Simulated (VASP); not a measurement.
Input of a VASP 6.6.1 run:

Contents of INCAR:

```
  ALGO = Normal
  EDIFF = 1E-6
  ENCUT = 500
  GGA_COMPAT = F
  ISIF = 2
  ISMEAR = 0
  LASPH = T
  LCHARG = F
  LREAL = F
  LWAVE = F
  NBANDS = 16
  NELM = 120
  PREC = Accurate
  SIGMA = 0.15
```

File KPOINTS:

```
k-points
0
Gamma
  14 14 14
```

The input POSCAR:

```
InAs
1.0
    0.0000000000      2.8478678852      2.8478678852
    2.8478678852      0.0000000000      2.8478678852
    2.8478678852      2.8478678852      0.0000000000
In As
1 1
Direct
    0.4664546356      0.5335453644      0.5335453644
    0.0514085645     -0.0514085645     -0.0514085645
```

Potentials or basis: VASP PAW LDA potentials, release 64 (In_d, As).

Command:

```console
$ cat potpaw_LDA.64/In_d/POTCAR potpaw_LDA.64/As/POTCAR > POTCAR
$ mpirun -np 1 vasp_std > vasp.out
```

Q: Estimate the largest force.

A: 2.705 eV/Å.

Q: Estimate the pressure.

A: 3.3 GPa.

Stress tensor (GPa, compression positive):
```
20.79  0.00  0.00
 0.00 -5.38  0.00
 0.00  0.00 -5.38
```

Caveat: forces of over 1 eV/Å act on the atoms, so gaps and moduli don't describe the material at rest.
